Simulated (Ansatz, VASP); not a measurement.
## CO2: VASP beside Ansatz

The input INCAR:

```
SYSTEM = CO2
PREC = Accurate
ENCUT = 520
EDIFF = 1E-6
ISMEAR = 0
SIGMA = 0.05
LREAL = .False.
LASPH = .True.
NELM = 100
ALGO = Normal
ISIF = 2
LWAVE = .False.
LCHARG = .True.
GGA = PE
LELF = .True.
LVHAR = .True.
NBANDS = 44
```

KPOINTS

```
regular mesh
0
Gamma
  4 4 4
  0 0 0
```

The input POSCAR:

```
CO2
1.0
    6.0577362522      0.0000000000     -0.4543302189
    0.0000000000      6.0577362522      0.0000000000
   -0.4543302189      0.0000000000      5.9365815272
C O
4 8
Direct
    0.0000000000      0.0000000000      0.0000000000
    0.5000000000      0.0000000000      0.5000000000
    0.5000000000      0.5000000000      0.0000000000
    0.0000000000      0.5000000000      0.5000000000
    0.1114834447      0.1114834447      0.1114834447
    0.3885165553      0.8885165553      0.6114834447
    0.6114834447      0.3885165553      0.8885165553
    0.8885165553      0.6114834447      0.3885165553
    0.8885165553      0.8885165553      0.8885165553
    0.6114834447      0.1114834447      0.3885165553
    0.3885165553      0.6114834447      0.1114834447
    0.1114834447      0.3885165553      0.6114834447
```

Input for Ansatz:

```yaml
crystal:
  lattice:
    - [6.0577362522, 0.0, -0.4543302189]
    - [0.0, 6.0577362522, 0.0]
    - [-0.4543302189, 0.0, 5.9365815272]
  atoms:
    - { symbol: C, position: [0.0, 0.0, 0.0] }
    - { symbol: C, position: [0.5, 0.0, 0.5] }
    - { symbol: C, position: [0.5, 0.5, 0.0] }
    - { symbol: C, position: [0.0, 0.5, 0.5] }
    - { symbol: O, position: [0.1114834447, 0.1114834447, 0.1114834447] }
    - { symbol: O, position: [0.3885165553, 0.8885165553, 0.6114834447] }
    - { symbol: O, position: [0.6114834447, 0.3885165553, 0.8885165553] }
    - { symbol: O, position: [0.8885165553, 0.6114834447, 0.3885165553] }
    - { symbol: O, position: [0.8885165553, 0.8885165553, 0.8885165553] }
    - { symbol: O, position: [0.6114834447, 0.1114834447, 0.3885165553] }
    - { symbol: O, position: [0.3885165553, 0.6114834447, 0.1114834447] }
    - { symbol: O, position: [0.1114834447, 0.3885165553, 0.6114834447] }
basis:
  ecutwfc: 520.0
kpoints:
  mp_grid: { grid: [4, 4, 4] }
hamiltonian:
  xc: pbe
scf:
  occupations: { method: gaussian, width: 0.05 }
output:
  forces: true
  stress: true
  eigenvalues: true
```

Change from the starting cell: engineering shear strain xz -0.1500, normal strain along z -0.0200.

Alike in both runs: task single point; functional PBE; k mesh 4 × 4 × 4; occupations gaussian, width 0.05 eV; no spin polarisation.

|  | VASP | Ansatz |
| --- | --- | --- |
| version | VASP 6.6.1 | Ansatz 0.2.0 |
| potentials or method | VASP PAW PBE potentials, release 64 (C, O), cutoff 520 eV | scalar-relativistic, plane waves, PAW |
| valence electrons in the cell | 64 | 64 |

|  | VASP | Ansatz | Ansatz less VASP |
| --- | --- | --- | --- |
| gap on the k mesh at the Fermi level (eV) | 6.54 | 6.56 | +0.020 |
| least direct gap on the mesh (eV) | 6.54 | 6.56 | +0.020 |
| pressure (GPa) | 5.3 | 3.9 | -1.42 |
| traceless stress, the component that is largest in VASP (GPa) | 14.88 | 14.39 | -0.484 |
| rms of the force components (eV/Å) | 3.391 | 3.143 | -0.2473 |

Atom by atom the forces differ by 0.375 eV/Å (rms over components).

Noted on VASP's run: the standard files for N, O and F lose accuracy on very short bonds.
